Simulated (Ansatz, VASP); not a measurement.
# AlN: VASP beside Ansatz

```
Al N
1.0
     0.00000    2.18399    2.18399
     2.18399    0.00000    2.18399
     2.18399    2.18399    0.00000
Al N
1 1
Direct
  0.00000 0.00000 0.00000
  0.25000 0.25000 0.25000
```

Alike in both runs: task relaxation of cell and atoms; functional RPBE; dispersion D4; k mesh 10 × 10 × 10; occupations fermi-dirac, width 0.05 eV; no spin polarisation.

```csv
,VASP,Ansatz
version,VASP 6.6.1,Ansatz 0.2.0
potentials or method,"VASP PAW PBE potentials, release 64 (Al, N)",Ansatz PAW
plane-wave cutoff (eV),600,420
valence electrons in the cell,8,8
```

|  | VASP | Ansatz | Ansatz less VASP |
| --- | --- | --- | --- |
| gap on the k mesh at the Fermi level, each at its own relaxed structure (eV) | 3.37 | 3.37 | +0.001 |
| relaxed volume (Å³/atom) | 10.26 | 10.30 | +0.041 |
| relaxed cell length with the largest relative difference (Å) | 3.073 | 3.077 | +0.0041 |

VASP's potentials were made for PBE, not for RPBE.

Noted on Ansatz's run: the plane-wave basis is chosen anew once the cell has moved, so the energies of steps on either side of that aren't comparable.
